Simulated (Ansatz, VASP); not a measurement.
## Two plane-wave programs on CdS

POSCAR

```
CdS
1.0
    0.0000000000      2.9392138883      2.9392138883
    2.9392138883      0.0000000000      2.9392138883
    2.9392138883      2.9392138883      0.0000000000
Cd S
1 1
Direct
    0.0000000000      0.0000000000      0.0000000000
    0.2500000000      0.2500000000      0.2500000000
```

INCAR.step1

```
SYSTEM = CdS
ALGO = Normal
EDIFF = 1E-5
ENCUT = 550
GGA = PE
GGA_COMPAT = .FALSE.
ISMEAR = 1
LASPH = .TRUE.
LCHARG = .FALSE.
LREAL = .FALSE.
LWAVE = .TRUE.
NBANDS = 16
NELM = 120
PREC = Accurate
SIGMA = 0.001
```

File INCAR.step2:

```
SYSTEM = CdS
ALGO = Normal
EDIFF = 1E-6
ENCUT = 550
GGA_COMPAT = .FALSE.
ISIF = 2
ISMEAR = 1
ISTART = 1
LASPH = .TRUE.
LCHARG = .FALSE.
LMIXTAU = .TRUE.
LREAL = .FALSE.
LWAVE = .FALSE.
METAGGA = R2SCAN
NBANDS = 16
NELM = 120
PREC = Accurate
SIGMA = 0.001
```

Contents of KPOINTS:

```
k-points
0
G
  6 6 6
  0 0 0
```

Input for Ansatz:

```yaml
crystal:
  lattice:
    - [0.0, 2.9392138883, 2.9392138883]
    - [2.9392138883, 0.0, 2.9392138883]
    - [2.9392138883, 2.9392138883, 0.0]
  atoms:
    - { symbol: Cd, position: [0.0, 0.0, 0.0] }
    - { symbol: S, position: [0.25, 0.25, 0.25] }
kpoints:
  mp_grid: { grid: [6, 6, 6] }
hamiltonian:
  xc: r2scan
scf:
  occupations: { method: cold, width: 0.001 }
  n_extra_bands: 4
output:
  forces: true
  stress: true
  eigenvalues: true
```

Alike in both runs: task single point; functional r2SCAN; k mesh 6 × 6 × 6; no spin polarisation.

```csv
,VASP,Ansatz
version,VASP 6.6.1,Ansatz 0.2.0
potentials or method,"VASP PAW PBE potentials, release 64 (Cd, S)",plane waves
plane-wave cutoff (eV),550,500
occupations,"methfessel-paxton of order 1, width 0.001 eV","cold, width 0.001 eV"
valence electrons in the cell,18,26
```

```tsv
	VASP	Ansatz	Ansatz less VASP
gap on the k mesh at the Fermi level (eV)	1.54	1.54	+0.004
pressure (GPa)	0.3	0.0	-0.29
```

VASP's potentials were made for PBE, not for r2SCAN. VASP's potentials hold 18 valence electrons a cell and Ansatz's 26, so a difference there can come from the potentials and not from the codes.
